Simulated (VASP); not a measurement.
# FeSi (CsCl type) (Pm-3m) in VASP: single point with PBEsol

Aim: the single point of FeSi (CsCl type) with PBEsol.

Everything below comes from runs of VASP 6.6.1. Logs are shortened: lines on timing, memory, paths and dates and some standing lists are left out, and cuts for length are marked.

### Step 1. The cell of the first run

The structure is cubic, space group Pm-3m (No. 221). The conventional cell has a = 2.674 Å, b = 2.674 Å, c = 2.674 Å, α = 90.00°, β = 90.00°, γ = 90.00°. Within 3.1 Å of Fe (site symmetry m-3m) lie 8 Si at 2.32 Å and 6 Fe at 2.67 Å. Within 3.1 Å of Si (site symmetry m-3m) lie 8 Fe at 2.32 Å and 6 Si at 2.67 Å.

### Step 2. Single point, PBEsol (9.56 Å³/atom)

INCAR reads:

```
SYSTEM = FeSi
PREC     = Accurate       ! precision mode
ENCUT    = 520            ! plane-wave cutoff, eV
EDIFF    = 1E-6           ! SCF threshold, eV
ISMEAR   = 0              ! smearing method
SIGMA    = 0.05           ! smearing width, eV
LREAL    = .FALSE.        ! projectors in reciprocal space
LASPH    = .TRUE.         ! aspherical terms in the spheres
NELM     = 80             ! most SCF steps
ALGO     = Normal         ! electronic algorithm
ISIF     = 2              ! what is computed and relaxed
LWAVE    = .FALSE.        ! write WAVECAR
LCHARG   = .FALSE.        ! write CHGCAR
GGA      = PS             ! functional
NBANDS   = 13             ! bands
```

KPOINTS reads:

```
regular mesh
0
G
  18 18 18
  0 0 0
```

POSCAR reads:

```
FeSi
1.0
    2.6744055954      0.0000000000      0.0000000000
    0.0000000000      2.6744055954      0.0000000000
    0.0000000000      0.0000000000      2.6744055954
Fe Si
1 1
Direct
    0.0000000000      0.0000000000      0.0000000000
    0.5000000000      0.5000000000      0.5000000000
```

Potentials or basis: VASP PAW PBE potentials, release 64 (Fe, Si).

Command:

```
$ cat potpaw_PBE.64/Fe/POTCAR potpaw_PBE.64/Si/POTCAR > POTCAR
$ mpirun -np 1 vasp_std > vasp.out
```

OUTCAR:

```text
SYSTEM = FeSi
   PREC = Accurate
   ENCUT = 520
   EDIFF = 1E-6
   ISMEAR = 0
   LREAL = .FALSE.
   LASPH = .TRUE.
   NELM = 80
   ISIF = 2
   GGA = PS

 ion  position               nearest neighbor table
   1  0.000  0.000  0.000-   2 2.32   2 2.32   2 2.32   2 2.32   2 2.32   2 2.32   2 2.32   2 2.32

   2  0.500  0.500  0.500-   1 2.32   1 2.32   1 2.32   1 2.32   1 2.32   1 2.32   1 2.32   1 2.32

  LATTYP: Found a simple cubic cell.
 ALAT       =     2.6744055954

  Lattice vectors:

 A1 = (   2.6744055954,   0.0000000000,   0.0000000000)
 A2 = (   0.0000000000,   2.6744055954,   0.0000000000)
 A3 = (   0.0000000000,   0.0000000000,   2.6744055954)

Analysis of symmetry for initial positions (statically):
=====================================================================
 Subroutine PRICEL returns:
 Original cell was already a primitive cell.

 Routine SETGRP: Setting up the symmetry group for a
 simple cubic supercell.

 Subroutine GETGRP returns: Found 48 space group operations
 (whereof 48 operations were pure point group operations)
 out of a pool of 48 trial point group operations.

The static configuration has the point symmetry O_h .

Analysis of symmetry for dynamics (positions and initial velocities):
=====================================================================
 Subroutine PRICEL returns:
 Original cell was already a primitive cell.

 Routine SETGRP: Setting up the symmetry group for a
 simple cubic supercell.

 Subroutine GETGRP returns: Found 48 space group operations
 (whereof 48 operations were pure point group operations)
 out of a pool of 48 trial point group operations.

The dynamic configuration has the point symmetry O_h .

 Subroutine INISYM returns: Found 48 space group operations
 (whereof 48 operations are pure point group operations),
 and found     1 'primitive' translations

----------------------------------------------------------------------------------------

                                     Primitive cell

  volume of cell :      19.1285

  direct lattice vectors                    reciprocal lattice vectors
     2.674405595  0.000000000  0.000000000     0.373914862  0.000000000  0.000000000
     0.000000000  2.674405595  0.000000000     0.000000000  0.373914862  0.000000000
     0.000000000  0.000000000  2.674405595     0.000000000  0.000000000  0.373914862

  length of vectors
     2.674405595  2.674405595  2.674405595     0.373914862  0.373914862  0.373914862

  position of ions in fractional coordinates (direct lattice)
     0.000000000  0.000000000  0.000000000
     0.500000000  0.500000000  0.500000000

  ion indices of the primitive-cell ions
   primitive index   ion index
                 1           1
                 2           2

----------------------------------------------------------------------------------------

 KPOINTS: regular mesh

Automatic generation of k-mesh.
 Grid dimensions read from file:
 generate k-points for:   18   18   18

 Generating k-lattice:

  Cartesian coordinates                     Fractional coordinates (reciprocal lattice)
     0.020773048  0.000000000  0.000000000     0.055555556  0.000000000  0.000000000
     0.000000000  0.020773048  0.000000000     0.000000000  0.055555556  0.000000000
     0.000000000  0.000000000  0.020773048     0.000000000  0.000000000  0.055555556

  Length of vectors
     0.020773048  0.020773048  0.020773048

  Shift w.r.t. Gamma in fractional coordinates (k-lattice)
     0.000000000  0.000000000  0.000000000

 Subroutine IBZKPT returns following result:
 ===========================================

 Found    220 irreducible k-points:

 Following reciprocal coordinates:
            Coordinates               Weight
  0.000000  0.000000  0.000000      1.000000
  0.055556  0.000000  0.000000      6.000000
  0.111111  0.000000  0.000000      6.000000
  0.166667  0.000000  0.000000      6.000000
  0.222222  0.000000  0.000000      6.000000
  0.277778  0.000000  0.000000      6.000000
[... 16 lines left out ...]
  0.277778  0.111111  0.000000     24.000000
  0.333333  0.111111  0.000000     24.000000
 [... further k-points ...]
   k-points           NKPTS =    220   k-points in BZ     NKDIM =    220   number of bands    NBANDS=     13
   number of dos      NEDOS =    301   number of ions     NIONS =      2
   total plane-waves  NPLWV =   8000
   dimension x,y,z NGX =    20 NGY =   20 NGZ =   20
   dimension x,y,z NGXF=    40 NGYF=   40 NGZF=   40
   ions per type =               1   1
   NGX,Y,Z   is equivalent  to a cutoff of  12.43, 12.43, 12.43 a.u.
   NGXF,Y,Z  is equivalent  to a cutoff of  24.86, 24.86, 24.86 a.u.
 SYSTEM =  FeSi
   PREC   = accura    normal or accurate (medium, high low for compatibility)
   ISTART =      0    job   : 0-new  1-cont  2-samecut
   ICHARG =      2    charge: 1-file 2-atom 10-const
   ISPIN  =      1    spin polarized calculation?
   LNONCOLLINEAR =      F non collinear calculations
   LSORBIT =      F    spin-orbit coupling
   LASPH  =      T    aspherical Exc in radial PAW
   ENCUT  =  520.0 eV  38.22 Ry    6.18 a.u.   4.97  4.97  4.97*2*pi/ulx,y,z
   NELM   =     80;   NELMIN=  2; NELMDL= -5     # of ELM steps
   EDIFF  = 0.1E-05   stopping-criterion for ELM
   LREAL  =      F    real-space projection
   EDIFFG = 0.1E-04   stopping-criterion for IOM
   NSW    =      0    number of steps for IOM
   IBRION =     -1    ionic relax: 0-MD 1-quasi-New 2-CG
   NFREE  =      0    steps in history (QN), initial steepest desc. (CG)
   ISIF   =      2    stress and relaxation
   ISYM   =      2    0-nonsym 1-usesym 2-fastsym
   POTIM  = 0.5000    time-step for ionic-motion
   TEBEG  =    0.0;   TEEND  =   0.0 temperature during run
   PSTRESS=    0.0 pullay stress
   NELECT =      12.0000    total number of electrons
   NUPDOWN=      -1.0000    fix difference up-down
   EMIN   =  10.00;   EMAX   =-10.00  energy-range for DOS
   EFERMI =   0.00;   METHOD = LEGACY
   ISMEAR =     0;   SIGMA  =   0.05  broadening in eV -4-tet -1-fermi 0-gaus
   EFERMI_NEDOS =   21; number of points for ismear=-14 and -15
   IALGO  =     38    algorithm
   IMIX   =      4    mixing-type and parameters
     AMIX     =   0.40;   BMIX     =  1.00
     AMIX_MAG =   1.60;   BMIX_MAG =  1.00
  volume/ion in A,a.u.               =       9.56        64.54
  Fermi-wavevector in a.u.,A,eV,Ry     =   1.401440  2.648338 26.722322  1.964035
  Thomas-Fermi vector in A             =   2.524301
   LORBIT       =      0    0 simple, 1 ext, 2 COOP (PROOUT), +10 PAW based schemes
   GGA     = PS    functional components
   LHFCALC =     F    Hartree Fock is set to
   AEXX    =    0.0000 exact exchange contribution
   IVDW    =     0    specifies the selected vdW correction
   LEPSILON=     F    determine dielectric tensor
   LRPA    =     F    only Hartree local field effects (RPA)
 non-spin polarized calculation
 Gauss-broadening in eV      SIGMA  =   0.05
  energy-cutoff  :      520.00
  volume of cell :       19.13
 maximum number of plane-waves:       536
 NGX is ok and might be reduce to    20
   NGX =  9   NGY =  9   NGZ =  9

 number of electron      12.0000010 magnetization

 Free energy of the ion-electron system (eV)
  ---------------------------------------------------
  ext. energy  EPLUGINS =         0.00000000
  ---------------------------------------------------
  free energy    TOTEN  =       -15.87305783 eV

  energy without entropy =      -15.87207670  energy(sigma->0) =      -15.87256726

 E-fermi :  12.3560     XC(G=0): -13.6326

 val. band max:       12.3534117668   @ k =   0.5000   0.4444   0.0556
 cond. band min:      12.3562040569   @ k =   0.5000   0.5000   0.2222
 fundamental gap:      0.0027922901
 Fermi energy:        12.3559742155

 k-point     1 :       0.0000    0.0000    0.0000
  band No.  band energies     occupation
      1      -2.7938      2.00000
      2       7.8779      2.00000
      3       7.8779      2.00000
      4      11.3604      2.00000
      5      11.3604      2.00000
      6      11.3604      2.00000
      7      15.9239      0.00000
      8      15.9239      0.00000
      9      15.9239      0.00000
     10      20.6988      0.00000
     11      20.6988      0.00000
     12      27.3918      0.00000
     13      33.4637      0.00000

 k-point     2 :       0.0556    0.0000    0.0000
  band No.  band energies     occupation
      1      -2.7280      2.00000
      2       7.8453      2.00000
      3       7.9057      2.00000
      4      11.2806      2.00000
      5      11.2806      2.00000
      6      11.3670      2.00000
      7      15.5332      0.00000
      8      16.0550      0.00000
      9      16.0550      0.00000
     10      20.6517      0.00000
     11      21.0966      0.00000
     12      27.5808      0.00000
     13      32.8254      0.00000

 k-point     3 :       0.1111    0.0000    0.0000
  band No.  band energies     occupation
      1      -2.5314      2.00000
      2       7.7255      2.00000
      3       7.9868      2.00000
      4      11.0689      2.00000
      5      11.0689      2.00000
      6      11.3859      2.00000
      7      14.6898      0.00000
      8      16.4217      0.00000
      9      16.4217      0.00000
     10      20.5130      0.00000
     11      21.9554      0.00000
     12      28.1684      0.00000
     13      31.5263      0.00000
[... 305 lines left out ...]
 k-point    23 :       0.2778    0.1111    0.0000
  band No.  band energies     occupation
      1      -0.9546      2.00000
      2       6.3983      2.00000
      3       8.3664      2.00000
      4       9.9365      2.00000
      5      10.2383      2.00000
      6      11.2808      2.00000
      7      12.9809      0.00000
      8      16.7624      0.00000
      9      18.7689      0.00000
     10      20.7115      0.00000
     11      25.3776      0.00000
     12      25.7054      0.00000
     13      27.3510      0.00000

 k-point    24 :       0.3333    0.1111    0.0000
  band No.  band energies     occupation
      1      -0.2959      2.00000
      2       5.5136      2.00000
      3       8.5689      2.00000
      4       9.7407      2.00000
      5      10.0062      2.00000
      6      11.3234      2.00000
      7      12.7620      0.00000
      8      17.3220      0.00000
      9      19.5787      0.00000
     10      20.5713      0.00000
     11      24.5332      0.00000
     12      26.0545      0.00000
     13      26.0558      0.00000

 [... further k-points ...]

------------------------ aborting loop because EDIFF is reached ----------------------------------------

  FORCE on cell =-STRESS in cart. coord.  units (eV):
  Direction    XX          YY          ZZ          XY          YZ          ZX
  --------------------------------------------------------------------------------------
  -------------------------------------------------------------------------------------
  Total        2.3628989      2.3628989      2.3628989      0.0000000     -0.0000000      0.0000000
  in kB      197.9128067    197.9128067    197.9128067      0.0000000     -0.0000000      0.0000000
  external PRESSURE =     197.9128067 kB  Pullay stress =       0.0000000 kB

 VOLUME and BASIS-vectors are now :
 -----------------------------------------------------------------------------
  energy-cutoff  :      520.00
  volume of cell :       19.13
      direct lattice vectors                 reciprocal lattice vectors
     2.674405595  0.000000000  0.000000000     0.373914862  0.000000000  0.000000000
     0.000000000  2.674405595  0.000000000     0.000000000  0.373914862  0.000000000
     0.000000000  0.000000000  2.674405595     0.000000000  0.000000000  0.373914862

 POSITION                                       TOTAL-FORCE (eV/Angst)
 -----------------------------------------------------------------------------------
      0.00000      0.00000      0.00000         0.000000      0.000000      0.000000
      1.33720      1.33720      1.33720         0.000000      0.000000      0.000000
 -----------------------------------------------------------------------------------
    total drift:                                0.000000      0.000000      0.000000

  FREE ENERGIE OF THE ION-ELECTRON SYSTEM (eV)
  ---------------------------------------------------
  free  energy   TOTEN  =       -15.8730578271 eV

  energy  without entropy=      -15.8720766998  energy(sigma->0) =      -15.87256726
```

Run time: 27 s. Hardware: 1 thread of Intel Xeon Platinum 8488C (Sapphire Rapids), shared host; peak memory 0.17 GiB.

Results:

```
Free energy            : -15.8731 eV
Pressure               : 19.8 GPa
Band gap on the k mesh : zero (bands 6 and 7 overlap by 0.26 eV)
```

Levels at points of the mesh, in eV from the Fermi level:
```
           k point  band 2  band 3  band 4  band 5  band 6  band 7  band 8  band 9  band 10  band 11
(0.00, 0.00, 0.00)   -4.48   -4.48   -1.00   -1.00   -1.00    3.57    3.57    3.57     8.34     8.34
(0.50, 0.00, 0.00)   -9.51   -3.41   -2.74   -2.74   -0.77    0.37    6.48    9.62     9.62    10.22
(0.50, 0.50, 0.00)   -5.57   -5.57   -4.41   -2.15   -2.15   -0.03    2.91    3.03     9.13    14.48
(0.50, 0.50, 0.50)   -6.73   -6.73   -0.87    0.04    0.04    1.51    1.51    1.51     4.90     4.90
```

Caveat: the cell stands under pressure; the PAW data sets were made with another functional, which shifts forces and pressure a little; the run has no spin polarisation, though such a crystal can be magnetic.
